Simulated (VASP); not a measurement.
Here is a VASP 6.6.1 calculation.

The input INCAR:

```
ALGO = Normal
EDIFF = 1E-6
ENCUT = 520
GGA = PS
ISIF = 2
ISMEAR = 0
LASPH = True
LCHARG = False
LREAL = False
LWAVE = False
NBANDS = 14
NELM = 100
PREC = Accurate
SIGMA = 0.1
```

KPOINTS

```
k-points
0
Gamma
  16 16 14
```

File POSCAR:

```
AlNi
1.0
    2.0213067775     -2.0213067775      0.0000000000
    2.0213067775      2.0213067775      0.0000000000
    0.0000000000      0.0000000000      2.8696345404
Al Ni
1 1
Direct
    0.0000000000      0.0000000000      0.0000000000
    0.5000000000      0.5000000000      0.5000000000
```

Potentials or basis: VASP PAW PBE potentials, release 64 (Al, Ni).

The run is started by

```console
$ cat potpaw_PBE.64/Al/POTCAR potpaw_PBE.64/Ni/POTCAR > POTCAR
$ mpirun -np 1 vasp_std > vasp.out
```

**Question.** What does it give for the pressure?

**Answer.** 0.1 GPa.

**Question.** Estimate the band gap on the k mesh.

**Answer.** Zero (an odd number of electrons rules out a gap without spin polarisation).

Caveat: the PAW data sets were made with another functional, which shifts forces and pressure a little. Spin polarisation is off, so any magnetic state and its effect on volume and gap are missing.
